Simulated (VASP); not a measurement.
# Rb (Fm-3m) in VASP: further runs

The runs below take Rb through single point, with BLYP+D3(BJ), LDA, PBEsol+D3(BJ).

All numbers are computed with VASP 6.6.1; they aren't measurements. Logs are shortened: lines on timing, memory, paths and dates and some standing lists are left out, and cuts for length are marked.

## Step 1: The cell of the first run

Symmetry: Fm-3m, No. 225, cubic system. The conventional cell has a = 6.851 Å, b = 6.851 Å, c = 6.851 Å, α = 90.00°, β = 90.00°, γ = 90.00°.

## Step 2: Single point, BLYP+D3(BJ)

The input, INCAR:

```
PREC = Accurate ; ENCUT = 520
EDIFF = 1E-6 ; ISMEAR = -1
SIGMA = 0.15 ; LREAL = F
LASPH = T ; NELM = 100
ALGO = Normal ; ISIF = 2
LWAVE = F ; LCHARG = F
GGA = B5 ; ALDAX = 1.0
AGGAX = 1.0 ; AGGAC = 1.0
ALDAC = 0.0 ; IVDW = 12
VDW_S6 = 1.0 ; VDW_S8 = 2.6996
VDW_A1 = 0.4298 ; VDW_A2 = 4.2359
NBANDS = 10
```

The input, KPOINTS:

```
Automatic mesh
0
Gamma
  7 7 7
```

The input, POSCAR:

```
Rb
1.0
    0.0000000000      3.4256579307      3.4256579307
    3.4256579307      0.0000000000      3.4256579307
    3.4256579307      3.4256579307      0.0000000000
Rb
1
Direct
    0.0000000000      0.0000000000      0.0000000000
```

Potentials or basis: VASP PAW PBE potentials, release 64 (Rb_sv).

The run is started by

```
cat potpaw_PBE.64/Rb_sv/POTCAR > POTCAR
mpirun -np 1 vasp_std > vasp.out
```

OUTCAR:

```text
PREC = Accurate
   ENCUT = 520
   EDIFF = 1E-6
   ISMEAR = -1
   LREAL = F
   LASPH = T
   NELM = 100
   ISIF = 2
   GGA = B5
   IVDW = 12
 IVDW          = 12

 ion  position               nearest neighbor table
   1  0.000  0.000  0.000-

  LATTYP: Found a face centered cubic cell.
 ALAT       =     6.8513158614

  Lattice vectors:

 A1 = (   0.0000000000,   3.4256579307,   3.4256579307)
 A2 = (   3.4256579307,   0.0000000000,   3.4256579307)
 A3 = (   3.4256579307,   3.4256579307,   0.0000000000)

Analysis of symmetry for initial positions (statically):
=====================================================================
 Subroutine PRICEL returns:
 Original cell was already a primitive cell.

 Routine SETGRP: Setting up the symmetry group for a
 face centered cubic supercell.

 Subroutine GETGRP returns: Found 48 space group operations
 (whereof 48 operations were pure point group operations)
 out of a pool of 48 trial point group operations.

The static configuration has the point symmetry O_h .

Analysis of symmetry for dynamics (positions and initial velocities):
=====================================================================
 Subroutine PRICEL returns:
 Original cell was already a primitive cell.

 Routine SETGRP: Setting up the symmetry group for a
 face centered cubic supercell.

 Subroutine GETGRP returns: Found 48 space group operations
 (whereof 48 operations were pure point group operations)
 out of a pool of 48 trial point group operations.

The dynamic configuration has the point symmetry O_h .

 Subroutine INISYM returns: Found 48 space group operations
 (whereof 48 operations are pure point group operations),
 and found     1 'primitive' translations

----------------------------------------------------------------------------------------

                                     Primitive cell

  volume of cell :      80.4011

  direct lattice vectors                    reciprocal lattice vectors
     0.000000000  3.425657931  3.425657931    -0.145957364  0.145957364  0.145957364
     3.425657931  0.000000000  3.425657931     0.145957364 -0.145957364  0.145957364
     3.425657931  3.425657931  0.000000000     0.145957364  0.145957364 -0.145957364

  length of vectors
     4.844611906  4.844611906  4.844611906     0.252805569  0.252805569  0.252805569

  position of ions in fractional coordinates (direct lattice)
     0.000000000  0.000000000  0.000000000

  ion indices of the primitive-cell ions
   primitive index   ion index
                 1           1

----------------------------------------------------------------------------------------

 KPOINTS: Automatic mesh

Automatic generation of k-mesh.
 Grid dimensions read from file:
 generate k-points for:    7    7    7

 Generating k-lattice:

  Cartesian coordinates                     Fractional coordinates (reciprocal lattice)
    -0.020851052  0.020851052  0.020851052     0.142857143  0.000000000  0.000000000
     0.020851052 -0.020851052  0.020851052     0.000000000  0.142857143  0.000000000
     0.020851052  0.020851052 -0.020851052     0.000000000  0.000000000  0.142857143

  Length of vectors
     0.036115081  0.036115081  0.036115081

  Shift w.r.t. Gamma in fractional coordinates (k-lattice)
     0.000000000  0.000000000  0.000000000

 Subroutine IBZKPT returns following result:
 ===========================================

 Found     20 irreducible k-points:

 Following reciprocal coordinates:
            Coordinates               Weight
  0.000000  0.000000  0.000000      1.000000
  0.142857  0.000000  0.000000      8.000000
  0.285714  0.000000  0.000000      8.000000
  0.428571  0.000000  0.000000      8.000000
  0.142857  0.142857  0.000000      6.000000
  0.285714  0.142857  0.000000     24.000000
[... 12 lines left out ...]
 -0.428571  0.428571  0.142857     24.000000
 -0.285714  0.428571  0.142857     24.000000
   k-points           NKPTS =     20   k-points in BZ     NKDIM =     20   number of bands    NBANDS=     10
   number of dos      NEDOS =    301   number of ions     NIONS =      1
   total plane-waves  NPLWV =  46656
   dimension x,y,z NGX =    36 NGY =   36 NGZ =   36
   dimension x,y,z NGXF=    72 NGYF=   72 NGZF=   72
   ions per type =               1
   NGX,Y,Z   is equivalent  to a cutoff of  12.35, 12.35, 12.35 a.u.
   NGXF,Y,Z  is equivalent  to a cutoff of  24.71, 24.71, 24.71 a.u.
 SYSTEM =  unknown system
   PREC   = accura    normal or accurate (medium, high low for compatibility)
   ISTART =      0    job   : 0-new  1-cont  2-samecut
   ICHARG =      2    charge: 1-file 2-atom 10-const
   ISPIN  =      1    spin polarized calculation?
   LNONCOLLINEAR =      F non collinear calculations
   LSORBIT =      F    spin-orbit coupling
   LASPH  =      T    aspherical Exc in radial PAW
   ENCUT  =  520.0 eV  38.22 Ry    6.18 a.u.   9.01  9.01  9.01*2*pi/ulx,y,z
   NELM   =    100;   NELMIN=  2; NELMDL= -5     # of ELM steps
   EDIFF  = 0.1E-05   stopping-criterion for ELM
   LREAL  =      F    real-space projection
   EDIFFG = 0.1E-04   stopping-criterion for IOM
   NSW    =      0    number of steps for IOM
   IBRION =     -1    ionic relax: 0-MD 1-quasi-New 2-CG
   NFREE  =      0    steps in history (QN), initial steepest desc. (CG)
   ISIF   =      2    stress and relaxation
   ISYM   =      2    0-nonsym 1-usesym 2-fastsym
   POTIM  = 0.5000    time-step for ionic-motion
   TEBEG  =    0.0;   TEEND  =   0.0 temperature during run
   PSTRESS=    0.0 pullay stress
   NELECT =       9.0000    total number of electrons
   NUPDOWN=      -1.0000    fix difference up-down
   EMIN   =  10.00;   EMAX   =-10.00  energy-range for DOS
   EFERMI =   0.00;   METHOD = LEGACY
   ISMEAR =    -1;   SIGMA  =   0.15  broadening in eV -4-tet -1-fermi 0-gaus
   EFERMI_NEDOS =   21; number of points for ismear=-14 and -15
   IALGO  =     38    algorithm
   IMIX   =      4    mixing-type and parameters
     AMIX     =   0.40;   BMIX     =  1.00
     AMIX_MAG =   1.60;   BMIX_MAG =  1.00
  volume/ion in A,a.u.               =      80.40       542.57
  Fermi-wavevector in a.u.,A,eV,Ry     =   0.788984  1.490964  8.469575  0.622496
  Thomas-Fermi vector in A             =   1.894035
   LORBIT       =      0    0 simple, 1 ext, 2 COOP (PROOUT), +10 PAW based schemes
   GGA     = B5    functional components
   LHFCALC =     F    Hartree Fock is set to
   AEXX    =    0.0000 exact exchange contribution
   IVDW    =    12    specifies the selected vdW correction
   LEPSILON=     F    determine dielectric tensor
   LRPA    =     F    only Hartree local field effects (RPA)
 non-spin polarized calculation
  energy-cutoff  :      520.00
  volume of cell :       80.40
 maximum number of plane-waves:      2185
   NGX = 17   NGY = 17   NGZ = 17

 number of electron       9.0000000 magnetization

 Free energy of the ion-electron system (eV)
  ---------------------------------------------------
  ext. energy  EPLUGINS =         0.00000000
  ---------------------------------------------------
  free energy    TOTEN  =        -0.61663709 eV

  energy without entropy =       -0.55716729  energy(sigma->0) =       -0.58690219

 E-fermi :   0.7549     XC(G=0):  -5.3740

 val. band max:        0.6051841203   @ k =   0.4286   0.2857   0.0000
 cond. band min:       0.9396779351   @ k =  -0.2857   0.2857   0.0000
 fundamental gap:      0.3344938148
 Fermi energy:         0.7548753767

 k-point     1 :       0.0000    0.0000    0.0000
  band No.  band energies     occupation
      1     -28.2182      2.00000
      2     -12.2995      2.00000
      3     -12.2995      2.00000
      4     -12.2995      2.00000
      5      -1.3911      2.00000
      6       4.2422      0.00000
      7       4.2422      0.00000
      8       4.2422      0.00000
      9       5.6076      0.00000
     10       5.6076      0.00000

 k-point     2 :       0.1429    0.0000    0.0000
  band No.  band energies     occupation
      1     -28.2169      2.00000
      2     -12.3276      2.00000
      3     -12.3032      2.00000
      4     -12.3032      2.00000
      5      -1.1360      1.99999
      6       3.7328      0.00000
      7       4.3390      0.00000
      8       4.3390      0.00000
      9       5.4191      0.00000
     10       5.4191      0.00000

 k-point     3 :       0.2857    0.0000    0.0000
  band No.  band energies     occupation
      1     -28.2140      2.00000
      2     -12.3895      2.00000
      3     -12.3115      2.00000
      4     -12.3115      2.00000
      5      -0.4313      1.99926
      6       2.8220      0.00000
      7       4.2836      0.00000
      8       4.2836      0.00000
      9       5.6094      0.00000
     10       5.6094      0.00000

 k-point     4 :       0.4286    0.0000    0.0000
  band No.  band energies     occupation
      1     -28.2116      2.00000
      2     -12.4379      2.00000
      3     -12.3182      2.00000
      4     -12.3182      2.00000
      5       0.5104      1.67221
      6       1.8855      0.00107
      7       4.0789      0.00000
      8       4.0789      0.00000
      9       6.3866      0.00000
     10       6.3968      0.00000
[... 170 lines left out ...]
 k-point    18 :      -0.4286    0.2857    0.1429
  band No.  band energies     occupation
      1     -28.2101      2.00000
      2     -12.4167      2.00000
      3     -12.3632      2.00000
      4     -12.3331      2.00000
      5       1.0963      0.18621
      6       2.1026      0.00025
      7       2.9799      0.00000
      8       4.2886      0.00000
      9       5.4830      0.00000
     10       6.1875      0.00000

 k-point    19 :      -0.4286    0.4286    0.1429
  band No.  band energies     occupation
      1     -28.2093      2.00000
      2     -12.4183      2.00000
      3     -12.3652      2.00000
      4     -12.3486      2.00000
      5       1.3115      0.04775
      6       2.4475      0.00003
      7       2.5491      0.00001
      8       4.2002      0.00000
      9       5.7637      0.00000
     10       6.2172      0.00000

 k-point    20 :      -0.2857    0.4286    0.1429
  band No.  band energies     occupation
      1     -28.2091      2.00000
      2     -12.4001      2.00000
      3     -12.3913      2.00000
      4     -12.3463      2.00000
      5       1.8532      0.00132
      6       2.1717      0.00016
      7       2.3961      0.00004
      8       3.7837      0.00000
      9       5.6999      0.00000
     10       6.3240      0.00000

------------------------ aborting loop because EDIFF is reached ----------------------------------------

 Edisp (eV)   -0.29517

 E8    (eV) :    -0.2436

  FORCE on cell =-STRESS in cart. coord.  units (eV):
  Direction    XX          YY          ZZ          XY          YZ          ZX
  --------------------------------------------------------------------------------------
  -------------------------------------------------------------------------------------
  Total       0.01030     0.01030     0.01030    -0.00000    -0.00000     0.00000
  in kB       0.20528     0.20528     0.20528    -0.00000    -0.00000     0.00000
  external pressure =        0.21 kB  Pullay stress =        0.00 kB

 VOLUME and BASIS-vectors are now :
 -----------------------------------------------------------------------------
  energy-cutoff  :      520.00
  volume of cell :       80.40
      direct lattice vectors                 reciprocal lattice vectors
     0.000000000  3.425657931  3.425657931    -0.145957364  0.145957364  0.145957364
     3.425657931  0.000000000  3.425657931     0.145957364 -0.145957364  0.145957364
     3.425657931  3.425657931  0.000000000     0.145957364  0.145957364 -0.145957364

 POSITION                                       TOTAL-FORCE (eV/Angst)
 -----------------------------------------------------------------------------------
      0.00000      0.00000      0.00000         0.000000      0.000000      0.000000
 -----------------------------------------------------------------------------------
    total drift:                               -0.000000     -0.000000      0.000000

  FREE ENERGIE OF THE ION-ELECTRON SYSTEM (eV)
  ---------------------------------------------------
  free  energy   TOTEN  =        -0.9118085929 eV

  energy  without entropy=       -0.8523387939  energy(sigma->0) =       -0.88207369
```

Run time: 30 s. Hardware: 1 thread of Intel Xeon 8259CL, shared host; peak memory 0.2 GiB.

What came out:

```yaml
Free_energy: -0.9118 eV
Pressure: 0.0 GPa
Dispersion_energy_per_atom: -0.295 eV
```

Levels at points of the mesh, in eV from the Fermi level:
| k point | band 1 | band 2 | band 3 | band 4 | band 5 | band 6 | band 7 | band 8 | band 9 | band 10 |
| --- | --- | --- | --- | --- | --- | --- | --- | --- | --- | --- |
| (0.00, 0.00, 0.00) | -28.97 | -13.05 | -13.05 | -13.05 | -2.15 | 3.49 | 3.49 | 3.49 | 4.85 | 4.85 |

Caveat: the PAW data sets were made with another functional, which shifts forces and pressure a little; pairwise dispersion overbinds metals, which lowers pressure and volume.

## Step 3: Single point, LDA

This run uses another cell than the first one, of 77.94 Å³/atom, 0.969 times its volume.

The input, INCAR:

```
SYSTEM = Rb
PREC = Accurate
ENCUT = 520
EDIFF = 1E-6
ISMEAR = -1
SIGMA = 0.15
LREAL = .False.
LASPH = .True.
NELM = 100
ALGO = Normal
ISIF = 2
LWAVE = .False.
LCHARG = .False.
NBANDS = 10
```

The input, KPOINTS:

```
Automatic mesh
0
Gamma
  7 7 7
  0 0 0
```

The input, POSCAR:

```
Rb
1.0
    0.0000000000      3.3902914429      3.3902914429
    3.3902914429      0.0000000000      3.3902914429
    3.3902914429      3.3902914429      0.0000000000
Rb
1
Direct
    0.0000000000      0.0000000000      0.0000000000
```

Potentials or basis: VASP PAW LDA potentials, release 64 (Rb_sv).

The run is started by

```
cat potpaw_LDA.64/Rb_sv/POTCAR > POTCAR
mpirun -np 1 vasp_std > vasp.out
```

Run time: 17 s. Hardware: 1 thread of Intel Xeon 8259CL, shared host; peak memory 0.17 GiB.

It converged, with:

```yaml
Free_energy: -1.0958 eV
Pressure: 0.0 GPa
```

Levels at points of the mesh, in eV from the Fermi level:
| k point | band 3 | band 4 | band 5 | band 6 | band 7 | band 8 |
| --- | --- | --- | --- | --- | --- | --- |
| (0.00, 0.00, 0.00) | -12.80 | -12.80 | -2.20 | 3.64 | 3.64 | 3.64 |

## Step 4: Single point, PBEsol+D3(BJ)

This run uses another cell than the first one, of 79.18 Å³/atom, 0.985 times its volume.

The input, INCAR:

```
SYSTEM = Rb
PREC = Accurate
ENCUT = 520
EDIFF = 1E-6
ISMEAR = -1
SIGMA = 0.15
LREAL = .False.
LASPH = .True.
NELM = 60
ALGO = Normal
ISIF = 2
LWAVE = .False.
LCHARG = .True.
GGA = PS
IVDW = 12
LELF = .True.
LVHAR = .True.
NBANDS = 10
```

The input, KPOINTS:

```
regular mesh
0
Gamma
  7 7 7
  0 0 0
```

The input, POSCAR:

```
Rb
1.0
    0.0000000000      3.4082544881      3.4082544881
    3.4082544881      0.0000000000      3.4082544881
    3.4082544881      3.4082544881      0.0000000000
Rb
1
Direct
    0.0000000000      0.0000000000      0.0000000000
```

Potentials or basis: VASP PAW PBE potentials, release 64 (Rb_sv).

The run is started by

```
cat potpaw_PBE.64/Rb_sv/POTCAR > POTCAR
mpirun -np 1 vasp_std > vasp.out
```

Wall time 26 s (1 thread of Intel Xeon 8259CL, shared host); peak memory 0.2 GiB.

The run converged. Its results:

```
Free energy                : -1.1921 eV
Pressure                   : 0.0 GPa
Dispersion energy per atom : -0.139 eV
```

Levels at points of the mesh, in eV from the Fermi level:
| k point | band 1 | band 2 | band 3 | band 4 | band 5 | band 6 | band 7 | band 8 | band 9 | band 10 |
| --- | --- | --- | --- | --- | --- | --- | --- | --- | --- | --- |
| (0.00, 0.00, 0.00) | -28.78 | -12.82 | -12.82 | -12.82 | -2.17 | 3.71 | 3.71 | 3.71 | 5.20 | 5.20 |

Caveat: the PAW data sets were made with another functional, which shifts forces and pressure a little; pairwise dispersion overbinds metals, which lowers pressure and volume.

## Step 5: Overview

```tsv
level	potentials or basis	cell	gap on the mesh (eV)	pressure (GPa)
BLYP+D3(BJ)	VASP PAW PBE potentials, release 64 (Rb_sv)	a = 4.845 Å, angles 60.0°, 1 atom	none	0.0
LDA	VASP PAW LDA potentials, release 64 (Rb_sv)	a = 4.795 Å, angles 60.0°, 1 atom	none	0.0
PBEsol+D3(BJ)	VASP PAW PBE potentials, release 64 (Rb_sv)	a = 4.820 Å, angles 60.0°, 1 atom	none	0.0
```

Alike in all rows: task single point; no spin polarisation; k mesh 7 × 7 × 7; cutoff (eV) 520; smearing fermi-dirac 0.15 eV.

Caveats: the PAW data sets were made with another functional, which shifts forces and pressure a little (some runs); pairwise dispersion overbinds metals, which lowers pressure and volume (some runs).

Total energies depend on the potentials used, so only differences within one code and one set of settings carry meaning.
